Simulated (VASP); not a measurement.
Runs of VASP 6.6.1 on Ge3Pd. The structure is that of space group Pm-3m (No. 221), or close to it. The cells are those of the table. 

| cell | gap on the mesh (eV) | pressure (GPa) |
| --- | --- | --- |
| a = 4.197 Å, 4 atoms | none | -2.8 |
| a = 4.169 Å, 4 atoms | none | -1.3 |
| a = 4.057 Å, 4 atoms | none | 6.8 |
| a = 4.086 Å, 4 atoms | none | (a) |
| a = 4.142 Å, 4 atoms | none | 0.6 |
| a = 4.114 Å, 4 atoms | none | 2.4 |
| a = 4.223 Å, 4 atoms | none | (b) |

Alike in all rows: task single point; level PBE; potentials or basis VASP PAW PBE potentials, release 64 (Ge_d, Pd); no spin polarisation; k mesh 6 × 6 × 6; cutoff (eV) 500; smearing methfessel-paxton 0.05 eV.

Problem. Estimate the missing entries.

Solution. (a) 4.6; (b) -4.2.

Caveats: the cell stands under pressure (at least some runs); the cell stands under tension (at least some runs).

A k mesh can miss the band edges, and the runs leave out spin-orbit coupling on Ge, Pd.

A gap of «none» marks levels without a gap at the run's occupations.
